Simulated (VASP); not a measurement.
Write the native input for VASP 6.6.1 that does the following.

* Task: single point
* Functional: PBE
* Dispersion: D3(BJ)
* Potentials or basis: VASP PAW PBE potentials, release 64 (Ga_d, Sb)
* Cutoff: 500 eV
* k mesh: 6 × 6 × 6
* Occupations: gaussian, width 0.01 eV
* Spin: no spin polarisation
* Dipole correction: no
* Further INCAR settings: ALGO = Normal; EDIFF = 1e-06; NBANDS = 16

The structure of GaSb lies in POSCAR:

```
GaSb
1.0
    4.3260790000      0.0000000000      0.0000000000
    2.1630395000      3.7464943128      0.0000000000
    2.1630395000      1.2488314376      3.5322287123
Ga Sb
1 1
Direct
    0.0000000000      0.0000000000      0.0000000000
    0.2500000000      0.2500000000      0.2500000000
```

One way to write it, as run:

INCAR

```
SYSTEM = GaSb
PREC = Accurate
ENCUT = 500
EDIFF = 1E-6
ISMEAR = 0
SIGMA = 0.01
LREAL = .FALSE.
LASPH = .TRUE.
NELM = 120
ALGO = Normal
ISIF = 2
LWAVE = .FALSE.
LCHARG = .FALSE.
GGA = PE
IVDW = 12
NBANDS = 16
GGA_COMPAT = .FALSE.
```

KPOINTS

```
regular mesh
0
G
  6 6 6
  0 0 0
```

Potentials or basis: VASP PAW PBE potentials, release 64 (Ga_d, Sb).

Run with:

```sh
$ cat potpaw_PBE.64/Ga_d/POTCAR potpaw_PBE.64/Sb/POTCAR > POTCAR
$ mpirun -np 1 vasp_std > vasp.out
```

It gave:

```json
{
  "Pressure": "0.3 GPa",
  "Band gap on the k mesh": "0.03 eV, direct",
  "Dispersion energy per atom": "-0.332 eV"
}
```

Caveat: three body term missing; spin-orbit coupling is left out, which moves the levels of the heavy elements.

Run time: 24 s on 1 thread of AMD EPYC 7R13, with other jobs on the host, peak memory 0.16 GiB.
